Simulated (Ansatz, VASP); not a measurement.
# One calculation of Se, two programs

```
Se
1.0
     1.38929   -4.45453    0.00000
     1.38929    4.45453    0.00000
     0.00000    0.00000    4.71671
Se
2
Direct
  0.94333 0.05667 0.25000
  0.05667 0.94333 0.75000
```

Alike in both runs: functional PBE; k mesh 16 × 16 × 10; occupations gaussian, width 0.1 eV; no spin polarisation.

Ansatz relaxed the structure, and its values are those at the end. VASP's run is a single point on that final structure, the one shown.

|  | VASP | Ansatz |
| --- | --- | --- |
| version | VASP 6.6.1 | Ansatz 0.2.0 |
| potentials or method | VASP PAW PBE potentials, release 64 (Se), cutoff 520 eV | scalar-relativistic, plane waves, PAW |
| valence electrons in the cell | 12 | 32 |

```csv
,VASP,Ansatz,Ansatz less VASP
gap on the k mesh at the Fermi level (eV),none,none,-
pressure (GPa),0.1,0.0,-0.03
```

A gap of «none» marks a metal or a gap that the smearing closes. With one functional, cell and mesh, what is left measures potentials, basis and numerics. VASP's potentials hold 12 valence electrons a cell and Ansatz's 32, so a difference there can come from the potentials and not from the codes.
